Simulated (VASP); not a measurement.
# Al15GeO24 (a cell with a defect): single point with HSE06

The system is Al15GeO24 (a cell with a defect).

```
Al Ge O
1.0
     2.40394    1.38792    4.37421
    -4.80788    2.77583    8.74841
     0.00000   -5.55167    8.74841
Al Ge O
15 1 24
Direct
  0.66424 0.32584 0.32710
  0.14811 0.07694 0.07368
  0.35041 0.17620 0.17565
  0.64391 0.32044 0.83124
  0.84395 0.42895 0.92877
  0.15762 0.06905 0.57506
  0.36366 0.17080 0.67656
  0.64080 0.83088 0.32223
  0.85656 0.92602 0.42521
  0.14177 0.57581 0.07466
  0.34292 0.68183 0.17257
  0.64862 0.82289 0.82393
  0.85327 0.92568 0.92609
  0.14357 0.57116 0.57462
  0.34459 0.67328 0.68134
  0.88233 0.43441 0.43806
  0.44682 0.02591 0.37384
  0.95055 0.12360 0.27799
  0.06153 0.37620 0.20680
  0.74802 0.22210 0.02897
  0.31488 0.24598 0.47652
  0.54754 0.47224 0.12792
  0.44472 0.02853 0.87549
  0.94584 0.12374 0.77902
  0.04827 0.37299 0.72170
  0.76495 0.20643 0.53338
  0.24419 0.27720 0.97232
  0.49583 0.47168 0.65766
  0.39999 0.52926 0.37674
  0.93816 0.66343 0.24284
  0.05998 0.88056 0.22106
  0.74522 0.72416 0.02587
  0.25164 0.77468 0.47218
  0.55585 0.97844 0.12101
  0.44112 0.52931 0.87889
  0.92639 0.62732 0.78198
  0.05617 0.87278 0.72255
  0.74565 0.71891 0.52726
  0.25584 0.78447 0.96159
  0.56429 0.95821 0.62894
```

```
Program                            : VASP 6.6.1
Task                               : single point
Functional                         : HSE06
Potentials or basis                : VASP PAW PBE potentials, release 64 (Al, Ge_d, O)
Cutoff                             : 520 eV
k mesh                             : 1 × 1 × 1, shifted
Occupations                        : fermi-dirac, width 0.01 eV
Spin                               : no spin polarisation
Dipole correction                  : no
Grid for exact exchange (PRECFOCK) : Fast
Charge                             : -1
Further INCAR settings             : LREAL = Auto; ALGO = Normal; EDIFF = 1e-07; NBANDS = 128; NELECT = 204.0
Share of exact exchange            : 0.25
Screening parameter                : 0.2079 1/Å
```

```
Largest force : 0.168 eV/Å
```

Forces in eV/Å, atoms in the order of the input:
```
Al   0.031 -0.021 -0.023
Al   0.002 -0.006  0.043
Al  -0.025  0.009 -0.039
Al  -0.040 -0.010  0.011
Al  -0.020 -0.004 -0.013
Al   0.025  0.008  0.025
Al   0.025  0.053 -0.055
Al   0.019  0.051  0.001
Al  -0.011  0.012 -0.011
Al  -0.019  0.029  0.031
Al  -0.042 -0.036 -0.071
Al   0.005 -0.014 -0.040
Al   0.015  0.000 -0.005
Al  -0.008 -0.026  0.024
Al   0.028 -0.034 -0.051
Ge   0.090 -0.060  0.001
O    0.068 -0.005 -0.023
O    0.057  0.045  0.001
O    0.029 -0.032 -0.041
O   -0.029  0.043 -0.022
O   -0.022 -0.097  0.066
O   -0.042  0.039 -0.013
O    0.030  0.018 -0.005
O    0.012  0.023 -0.004
O   -0.022 -0.014 -0.013
O   -0.006 -0.015  0.004
O    0.023 -0.051 -0.008
O   -0.064 -0.013  0.093
O   -0.015  0.019 -0.033
O    0.023  0.118  0.116
O   -0.032 -0.010  0.023
O   -0.033  0.036 -0.011
O   -0.011 -0.020 -0.008
O   -0.059 -0.006  0.001
O    0.023 -0.019  0.025
O    0.002 -0.005  0.014
O    0.003 -0.028 -0.009
O   -0.008  0.016 -0.008
O    0.009 -0.004  0.020
O   -0.011  0.009  0.010
```

Levels at points of the mesh, in eV from the Fermi level:
```tsv
k point	band 99	band 100	band 101	band 102	band 103	band 104	band 105	band 106
(0.25, 0.25, 0.25)	-4.06	-3.94	-3.84	-0.24	4.55	5.11	5.82	6.01
```

Run time: 30 min on 1 thread of Oxide Virtual Turin-like Processor (shared host), peak memory 0.71 GiB.

Caveat: the k points lie up to 1.22 Å⁻¹ apart, too coarse for converged energies, forces and pressures; the cell carries a net charge on a neutralising background, which shifts energy and pressure; the cell is charged against a uniform background, so pressure and absolute levels hang on convention; the PAW data sets were made with another functional, which shifts forces and pressure a little.
